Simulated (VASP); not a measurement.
# K (Im-3m) in VASP: further runs, part 2 of 2

VASP 6.6.1. The steps go on from the part before.

### Step 3. Single point, PBE

This run uses another cell than the first one, of 71.32 Å³/atom, 1.064 times its volume.

The input, INCAR:

```
PREC = Accurate
ENCUT = 520
EDIFF = 1E-6
ISMEAR = 0
SIGMA = 0.1
LREAL = F
LASPH = T
NELM = 60
ALGO = Normal
ISIF = 2
LWAVE = F
LCHARG = F
GGA = PE
NBANDS = 10
```

The input, KPOINTS:

```
Automatic mesh
0
Gamma
  12 12 12
```

The input, POSCAR:

```
K
1.0
   -2.6125000000      2.6125000000      2.6125000000
    2.6125000000     -2.6125000000      2.6125000000
    2.6125000000      2.6125000000     -2.6125000000
K
1
Direct
    0.0000000000      0.0000000000      0.0000000000
```

Potentials or basis: VASP PAW PBE potentials, release 64 (K_sv).

Command:

```bash
$ cat potpaw_PBE.64/K_sv/POTCAR > POTCAR
$ mpirun -np 1 vasp_std > vasp.out
```

OUTCAR:

```text
PREC = Accurate
   ENCUT = 520
   EDIFF = 1E-6
   ISMEAR = 0
   LREAL = F
   LASPH = T
   NELM = 60
   ISIF = 2
   GGA = PE

 ion  position               nearest neighbor table
   1  0.000  0.000  0.000-

  LATTYP: Found a body centered cubic cell.
 ALAT       =     5.2250000000

  Lattice vectors:

 A1 = (  -2.6125000000,   2.6125000000,   2.6125000000)
 A2 = (   2.6125000000,  -2.6125000000,   2.6125000000)
 A3 = (   2.6125000000,   2.6125000000,  -2.6125000000)

Analysis of symmetry for initial positions (statically):
=====================================================================
 Subroutine PRICEL returns:
 Original cell was already a primitive cell.

 Routine SETGRP: Setting up the symmetry group for a
 body centered cubic supercell.

 Subroutine GETGRP returns: Found 48 space group operations
 (whereof 48 operations were pure point group operations)
 out of a pool of 48 trial point group operations.

The static configuration has the point symmetry O_h .

Analysis of symmetry for dynamics (positions and initial velocities):
=====================================================================
 Subroutine PRICEL returns:
 Original cell was already a primitive cell.

 Routine SETGRP: Setting up the symmetry group for a
 body centered cubic supercell.

 Subroutine GETGRP returns: Found 48 space group operations
 (whereof 48 operations were pure point group operations)
 out of a pool of 48 trial point group operations.

The dynamic configuration has the point symmetry O_h .

 Subroutine INISYM returns: Found 48 space group operations
 (whereof 48 operations are pure point group operations),
 and found     1 'primitive' translations

----------------------------------------------------------------------------------------

                                     Primitive cell

  volume of cell :      71.3229

  direct lattice vectors                    reciprocal lattice vectors
    -2.612500000  2.612500000  2.612500000     0.000000000  0.191387560  0.191387560
     2.612500000 -2.612500000  2.612500000     0.191387560  0.000000000  0.191387560
     2.612500000  2.612500000 -2.612500000     0.191387560  0.191387560  0.000000000

  length of vectors
     4.524982735  4.524982735  4.524982735     0.270662883  0.270662883  0.270662883

  position of ions in fractional coordinates (direct lattice)
     0.000000000  0.000000000  0.000000000

  ion indices of the primitive-cell ions
   primitive index   ion index
                 1           1

----------------------------------------------------------------------------------------

 KPOINTS: Automatic mesh

Automatic generation of k-mesh.
 Grid dimensions read from file:
 generate k-points for:   12   12   12

 Generating k-lattice:

  Cartesian coordinates                     Fractional coordinates (reciprocal lattice)
     0.000000000  0.015948963  0.015948963     0.083333333  0.000000000  0.000000000
     0.015948963  0.000000000  0.015948963     0.000000000  0.083333333  0.000000000
     0.015948963  0.015948963  0.000000000     0.000000000  0.000000000  0.083333333

  Length of vectors
     0.022555240  0.022555240  0.022555240

  Shift w.r.t. Gamma in fractional coordinates (k-lattice)
     0.000000000  0.000000000  0.000000000

 Subroutine IBZKPT returns following result:
 ===========================================

 Found     72 irreducible k-points:

 Following reciprocal coordinates:
            Coordinates               Weight
  0.000000  0.000000  0.000000      1.000000
  0.083333  0.000000  0.000000     12.000000
  0.166667  0.000000  0.000000     12.000000
  0.250000  0.000000  0.000000     12.000000
  0.333333  0.000000  0.000000     12.000000
  0.416667  0.000000  0.000000     12.000000
[... 16 lines left out ...]
  0.333333  0.083333  0.083333     24.000000
  0.416667  0.083333  0.083333     12.000000
 [... further k-points ...]
   k-points           NKPTS =     72   k-points in BZ     NKDIM =     72   number of bands    NBANDS=     10
   number of dos      NEDOS =    301   number of ions     NIONS =      1
   total plane-waves  NPLWV =  46656
   dimension x,y,z NGX =    36 NGY =   36 NGZ =   36
   dimension x,y,z NGXF=    72 NGYF=   72 NGZF=   72
   ions per type =               1
   NGX,Y,Z   is equivalent  to a cutoff of  13.23, 13.23, 13.23 a.u.
   NGXF,Y,Z  is equivalent  to a cutoff of  26.45, 26.45, 26.45 a.u.
 SYSTEM =  unknown system
   PREC   = accura    normal or accurate (medium, high low for compatibility)
   ISTART =      0    job   : 0-new  1-cont  2-samecut
   ICHARG =      2    charge: 1-file 2-atom 10-const
   ISPIN  =      1    spin polarized calculation?
   LNONCOLLINEAR =      F non collinear calculations
   LSORBIT =      F    spin-orbit coupling
   LASPH  =      T    aspherical Exc in radial PAW
   ENCUT  =  520.0 eV  38.22 Ry    6.18 a.u.   8.41  8.41  8.41*2*pi/ulx,y,z
   NELM   =     60;   NELMIN=  2; NELMDL= -5     # of ELM steps
   EDIFF  = 0.1E-05   stopping-criterion for ELM
   LREAL  =      F    real-space projection
   EDIFFG = 0.1E-04   stopping-criterion for IOM
   NSW    =      0    number of steps for IOM
   IBRION =     -1    ionic relax: 0-MD 1-quasi-New 2-CG
   NFREE  =      0    steps in history (QN), initial steepest desc. (CG)
   ISIF   =      2    stress and relaxation
   ISYM   =      2    0-nonsym 1-usesym 2-fastsym
   POTIM  = 0.5000    time-step for ionic-motion
   TEBEG  =    0.0;   TEEND  =   0.0 temperature during run
   PSTRESS=    0.0 pullay stress
   NELECT =       9.0000    total number of electrons
   NUPDOWN=      -1.0000    fix difference up-down
   EMIN   =  10.00;   EMAX   =-10.00  energy-range for DOS
   EFERMI =   0.00;   METHOD = LEGACY
   ISMEAR =     0;   SIGMA  =   0.10  broadening in eV -4-tet -1-fermi 0-gaus
   EFERMI_NEDOS =   21; number of points for ismear=-14 and -15
   IALGO  =     38    algorithm
   IMIX   =      4    mixing-type and parameters
     AMIX     =   0.40;   BMIX     =  1.00
     AMIX_MAG =   1.60;   BMIX_MAG =  1.00
  volume/ion in A,a.u.               =      71.32       481.31
  Fermi-wavevector in a.u.,A,eV,Ry     =   0.821131  1.551714  9.173822  0.674257
  Thomas-Fermi vector in A             =   1.932236
   LORBIT       =      0    0 simple, 1 ext, 2 COOP (PROOUT), +10 PAW based schemes
   GGA     = PE    functional components
   LHFCALC =     F    Hartree Fock is set to
   AEXX    =    0.0000 exact exchange contribution
   IVDW    =     0    specifies the selected vdW correction
   LEPSILON=     F    determine dielectric tensor
   LRPA    =     F    only Hartree local field effects (RPA)
 non-spin polarized calculation
 Gauss-broadening in eV      SIGMA  =   0.10
  energy-cutoff  :      520.00
  volume of cell :       71.32
 maximum number of plane-waves:      1961
 NGX is ok and might be reduce to    36
   NGX = 17   NGY = 17   NGZ = 17

 number of electron       9.0000000 magnetization

 Free energy of the ion-electron system (eV)
  ---------------------------------------------------
  ext. energy  EPLUGINS =         0.00000000
  ---------------------------------------------------
  free energy    TOTEN  =        -1.04734907 eV

  energy without entropy =       -1.04248802  energy(sigma->0) =       -1.04491854

 E-fermi :  -0.0631     XC(G=0):  -5.7259

 val. band max:       -0.0839819582   @ k =   0.2500   0.2500   0.0000
 cond. band min:      -0.0175992029   @ k =   0.3333   0.1667   0.0000
 fundamental gap:      0.0663827552
 Fermi energy:        -0.0631194190

 k-point     1 :       0.0000    0.0000    0.0000
  band No.  band energies     occupation
      1     -32.1654      2.00000
      2     -15.6127      2.00000
      3     -15.6127      2.00000
      4     -15.6127      2.00000
      5      -2.2516      2.00000
      6       4.2732      0.00000
      7       4.2732      0.00000
      8       4.2732      0.00000
      9       5.2015      0.00000
     10       5.2015      0.00000

 k-point     2 :       0.0833    0.0000    0.0000
  band No.  band energies     occupation
      1     -32.1651      2.00000
      2     -15.6178      2.00000
      3     -15.6144      2.00000
      4     -15.6127      2.00000
      5      -2.1630      2.00000
      6       4.1429      0.00000
      7       4.1579      0.00000
      8       4.3447      0.00000
      9       5.0415      0.00000
     10       5.1787      0.00000
[... 274 lines left out ...]
 k-point    24 :       0.4167    0.0833    0.0833
  band No.  band energies     occupation
      1     -32.1606      2.00000
      2     -15.6827      2.00000
      3     -15.6408      2.00000
      4     -15.6174      2.00000
      5       0.5724      0.00000
      6       0.7368      0.00000
      7       2.7353      0.00000
      8       4.6420      0.00000
      9       5.7521      0.00000
     10       5.7588      0.00000

 [... further k-points ...]
[... 5 lines left out ...]
  --------------------------------------------------------------------------------------
  -------------------------------------------------------------------------------------
  Total        0.0536347      0.0536347      0.0536347      0.0000000      0.0000000      0.0000000
  in kB        1.2048345      1.2048345      1.2048345      0.0000000      0.0000000      0.0000000
  external PRESSURE =       1.2048345 kB  Pullay stress =       0.0000000 kB

 VOLUME and BASIS-vectors are now :
 -----------------------------------------------------------------------------
  energy-cutoff  :      520.00
  volume of cell :       71.32
      direct lattice vectors                 reciprocal lattice vectors
    -2.612500000  2.612500000  2.612500000     0.000000000  0.191387560  0.191387560
     2.612500000 -2.612500000  2.612500000     0.191387560  0.000000000  0.191387560
     2.612500000  2.612500000 -2.612500000     0.191387560  0.191387560  0.000000000

 POSITION                                       TOTAL-FORCE (eV/Angst)
 -----------------------------------------------------------------------------------
      0.00000      0.00000      0.00000        -0.000000     -0.000000      0.000000
 -----------------------------------------------------------------------------------
    total drift:                               -0.000000     -0.000000      0.000000

  FREE ENERGIE OF THE ION-ELECTRON SYSTEM (eV)
  ---------------------------------------------------
  free  energy   TOTEN  =        -1.0473490690 eV

  energy  without entropy=       -1.0424880154  energy(sigma->0) =       -1.04491854
```

stdout:

```text
POSCAR found type information on POSCAR K
 POSCAR found :  1 types and       1 ions
 scaLAPACK will be used
 LDA part: xc-table for (Slater+PW92), standard interpolation
 POSCAR, INCAR and KPOINTS ok, starting setup
 FFT: planning ... GRIDC
 FFT: planning ... GRID_SOFT
 FFT: planning ... GRID
 WAVECAR not read
 entering main loop
```

Run time: 32 s. Hardware: 1 thread of AMD EPYC 9R45 (Zen 5), shared host; peak memory 0.18 GiB.

Results:

```yaml
Free_energy: -1.0473 eV
Pressure: 0.1 GPa
```

### Step 4. Single point, PBE

This run uses another cell than the first one, of 73.68 Å³/atom, 1.099 times its volume.

The input, INCAR:

```
  ALGO = Normal
  EDIFF = 1E-6
  ENCUT = 520
  GGA = PE
  ISIF = 2
  ISMEAR = 0
  LASPH = T
  LCHARG = F
  LREAL = F
  LWAVE = F
  NBANDS = 10
  NELM = 100
  PREC = Accurate
  SIGMA = 0.1
```

The input, KPOINTS:

```
k-points
0
Gamma
  12 12 12
```

The input, POSCAR:

```
K
1.0
   -2.6409252690      2.6409252690      2.6409252690
    2.6409252690     -2.6409252690      2.6409252690
    2.6409252690      2.6409252690     -2.6409252690
K
1
Direct
    0.0000000000      0.0000000000      0.0000000000
```

Command:

```bash
$ cat potpaw_PBE.64/K_sv/POTCAR > POTCAR
$ mpirun -np 1 vasp_std > vasp.out
```

It took 32 s on 1 thread of AMD EPYC 9R45 (Zen 5), shared host; peak memory 0.18 GiB.

Results (log left out):

```
Free energy : -1.0484 eV
Pressure    : 0.0 GPa
```

Levels at points of the mesh, in eV from the Fermi level:
```csv
k point,band 1,band 2,band 3,band 4,band 5,band 6,band 7,band 8
"(0.00, 0.00, 0.00)",-32.12,-15.57,-15.57,-15.57,-2.14,4.30,4.30,4.30
"(0.50, 0.00, 0.00)",-32.12,-15.64,-15.59,-15.57,0.46,0.70,3.18,4.87
"(0.50, 0.50, 0.50)",-32.11,-15.62,-15.62,-15.62,1.69,1.69,3.48,3.48
```

### Step 5. Single point, PBE (volume scaled by 1.03)

The input, INCAR:

```
ALGO = Normal
EDIFF = 1E-6
ENCUT = 520
GGA = PE
ISIF = 2
ISMEAR = 0
LASPH = T
LCHARG = F
LREAL = F
LWAVE = F
NBANDS = 10
NELM = 100
PREC = Accurate
SIGMA = 0.1
```

KPOINTS is that of step 4.

The input, POSCAR:

```
K
1.0
   -2.6670747446      2.6670747446      2.6670747446
    2.6670747446     -2.6670747446      2.6670747446
    2.6670747446      2.6670747446     -2.6670747446
K
1
Direct
    0.0000000000      0.0000000000      0.0000000000
```

Command:

```bash
$ cat potpaw_PBE.64/K_sv/POTCAR > POTCAR
$ mpirun -np 1 vasp_std > vasp.out
```

Run time: 33 s. Hardware: 1 thread of AMD EPYC 9R45 (Zen 5), shared host; peak memory 0.19 GiB.

Results (log left out):

| Quantity | Value |
| --- | --- |
| Free energy | -1.0478 eV |
| Pressure | -0.1 GPa |

Levels at points of the mesh, in eV from the Fermi level:
```csv
k point,band 2,band 3,band 4,band 5,band 6,band 7
"(0.00, 0.00, 0.00)",-15.59,-15.59,-15.59,-2.10,4.27,4.27
"(0.50, 0.00, 0.00)",-15.65,-15.61,-15.59,0.46,0.68,3.16
"(0.50, 0.50, 0.50)",-15.64,-15.64,-15.64,1.70,1.70,3.41
```

Caveat: the cell differs from its parent crystal (volume scaled by 1.03).

### Step 6. Single point, PBE (volume scaled by 1.10)

The input, INCAR:

```
SYSTEM = K
PREC = Accurate
ENCUT = 520
EDIFF = 1E-7
ISMEAR = 0
SIGMA = 0.1
LREAL = .FALSE.
LASPH = .TRUE.
NELM = 80
ALGO = Normal
ISIF = 2
LWAVE = .FALSE.
LCHARG = .FALSE.
GGA = PE
NBANDS = 10
```

The input, KPOINTS:

```
Automatic mesh
0
G
  12 12 12
  0 0 0
```

The input, POSCAR:

```
K
1.0
   -2.7261746416      2.7261746416      2.7261746416
    2.7261746416     -2.7261746416      2.7261746416
    2.7261746416      2.7261746416     -2.7261746416
K
1
Direct
    0.0000000000      0.0000000000      0.0000000000
```

Potentials or basis: VASP PAW PBE potentials, release 64 (K_sv).

Command:

```bash
$ cat potpaw_PBE.64/K_sv/POTCAR > POTCAR
$ mpirun -np 1 vasp_std > vasp.out
```

Run time: 34 s. Hardware: 1 thread of AMD EPYC 9R45 (Zen 5), shared host; peak memory 0.19 GiB.

Results (log left out):

```
Free energy : -1.0416 eV
Pressure    : -0.3 GPa
```

Levels at points of the mesh, in eV from the Fermi level:
| k point | band 1 | band 2 | band 3 | band 4 | band 5 | band 6 | band 7 | band 8 |
| --- | --- | --- | --- | --- | --- | --- | --- | --- |
| (0.00, 0.00, 0.00) | -32.19 | -15.64 | -15.64 | -15.64 | -2.01 | 4.20 | 4.20 | 4.20 |
| (0.50, 0.00, 0.00) | -32.18 | -15.69 | -15.66 | -15.64 | 0.45 | 0.65 | 3.13 | 4.66 |
| (0.50, 0.50, 0.50) | -32.18 | -15.68 | -15.68 | -15.68 | 1.72 | 1.72 | 3.24 | 3.24 |

Caveat: the cell differs from its parent crystal (volume scaled by 1.10).

### Step 7. Relaxation of cell and atoms, PBE

This run uses another cell than the first one, of 71.32 Å³/atom, 1.064 times its volume.

The input, INCAR:

```
  PREC = Accurate
  ENCUT = 600
  EDIFF = 1E-6
  ISMEAR = 0
  SIGMA = 0.1
  LREAL = False
  LASPH = True
  NELM = 60
  ALGO = Normal
  ISIF = 3
  LWAVE = False
  LCHARG = False
  GGA = PE
  IBRION = 2
  NSW = 100
  EDIFFG = -0.005
```

The input, KPOINTS:

```
Automatic mesh
0
Gamma
  12 12 12
```

The input, POSCAR:

```
K
1.0
   -2.6125000000      2.6125000000      2.6125000000
    2.6125000000     -2.6125000000      2.6125000000
    2.6125000000      2.6125000000     -2.6125000000
K
1
Direct
    0.0000000000      0.0000000000      0.0000000000
```

Command:

```bash
$ cat potpaw_PBE.64/K_sv/POTCAR > POTCAR
$ mpirun -np 1 vasp_std > vasp.out
```

It took 59 s on 1 thread of AMD EPYC 9R45 (Zen 5), shared host; peak memory 0.21 GiB.

Results (log left out):

- Free energy: -1.0484 eV
- Relaxed volume: 73.48 Å³/atom
- Relaxed cell: a = 4.570 Å, b = 4.570 Å, c = 4.570 Å, α = 109.47°, β = 109.47°, γ = 109.47°
- Space group after relaxing (to 0.05 Å): Im-3m (No. 229)
- Energy gained by relaxing: 0.9 meV/atom
- Ionic steps: 3
- Pressure after relaxing: 0.0 GPa

Step by step:
| step | energy change (eV) | largest force (eV/Å) | pressure (GPa) | volume (Å³) |
| --- | --- | --- | --- | --- |
| 1 | 0.0000 | 0.0000 | 0.13 | 71.32 |
| 2 | -0.0004 | 0.0000 | 0.09 | 71.93 |
| 3 | -0.0009 | 0.0000 | 0.01 | 73.48 |

Final structure:
```
K
1.0
    -2.63853    2.63853    2.63853
     2.63853   -2.63853    2.63853
     2.63853    2.63853   -2.63853
K
1
Cartesian
  0.0000 0.0000 0.0000
```

Levels at points of the mesh, in eV from the Fermi level:
| k point | band 1 | band 2 | band 3 | band 4 | band 5 | band 6 | band 7 | band 8 |
| --- | --- | --- | --- | --- | --- | --- | --- | --- |
| (0.00, 0.00, 0.00) | -32.12 | -15.57 | -15.57 | -15.57 | -2.15 | 4.31 | 4.31 | 4.31 |
| (0.50, 0.00, 0.00) | -32.12 | -15.64 | -15.59 | -15.57 | 0.46 | 0.70 | 3.18 | 4.88 |
| (0.50, 0.50, 0.50) | -32.11 | -15.62 | -15.62 | -15.62 | 1.68 | 1.68 | 3.49 | 3.49 |

### Step 8. Summary

```tsv
task	cell	cutoff (eV)	gap on the mesh (eV)	pressure (GPa)
single point	a = 4.433 Å, angles 109.5°, 1 atom	520	none	0.4
single point	a = 4.525 Å, angles 109.5°, 1 atom	520	none	0.1
single point	a = 4.574 Å, angles 109.5°, 1 atom	520	none	0.0
single point	a = 4.620 Å, angles 109.5°, 1 atom	520	none	-0.1
single point	a = 4.722 Å, angles 109.5°, 1 atom	520	none	-0.3
relaxation of cell and atoms	relaxed from a = 4.525 Å, angles 109.5°, 1 atom	600	none	0.0
```

Alike in all rows: level PBE; potentials or basis VASP PAW PBE potentials, release 64 (K_sv); no spin polarisation; k mesh 12 × 12 × 12; smearing gaussian 0.1 eV.

Absolute energies hang on the potentials; compare differences alone.
